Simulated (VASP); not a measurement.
Set up this calculation in VASP 6.6.1, as the native input.

```
Task                   : single point
Functional             : BLYP
Potentials or basis    : VASP PAW PBE potentials, release 64 (Zn, O_h)
Cutoff                 : 1340 eV
k mesh                 : 9 × 9 × 5
Occupations            : fermi-dirac, width 0.05 eV
Spin                   : no spin polarisation
Dipole correction      : no
Further INCAR settings : ALGO = Normal; EDIFF = 1e-06; NBANDS = 26
```

The structure of ZnO lies in POSCAR:

```
ZnO
1.0
    3.2493080000      0.0000000000      0.0000000000
   -1.6246540000      2.8139832727      0.0000000000
    0.0000000000      0.0000000000      5.2057090000
Zn O
2 2
Direct
    0.6666666667      0.3333333333      0.0000000000
    0.3333333333      0.6666666667      0.5000000000
    0.3333333333      0.6666666667      0.8790100000
    0.6666666667      0.3333333333      0.3790100000
```

The input as run:

INCAR

```
  AGGAC = 1.0
  AGGAX = 1.0
  ALDAC = 0.0
  ALDAX = 1.0
  ALGO = Normal
  EDIFF = 1E-6
  ENCUT = 1340
  GGA = B5
  GGA_COMPAT = False
  ISIF = 2
  ISMEAR = -1
  LASPH = True
  LCHARG = False
  LREAL = False
  LWAVE = False
  NBANDS = 26
  NELM = 120
  PREC = Accurate
  SIGMA = 0.05
```

KPOINTS

```
k-points
0
Gamma
  9 9 5
```

Potentials or basis: VASP PAW PBE potentials, release 64 (Zn, O_h).

Run with:

```console
$ cat potpaw_PBE.64/Zn/POTCAR potpaw_PBE.64/O_h/POTCAR > POTCAR
$ mpirun -np 1 vasp_std > vasp.out
```

Results of the run:

```json
{
 "Pressure": "10.3 GPa",
 "Largest force": "0.074 eV/Å",
 "Band gap on the k mesh": "0.97 eV"
}
```

Caveat: the cell stands under pressure; the PAW data sets were made with another functional, which shifts forces and pressure a little.

It took 95 s on 1 thread of Intel(R) Xeon(R) 6975P-C (Granite Rapids) (shared host), peak memory 0.39 GiB.
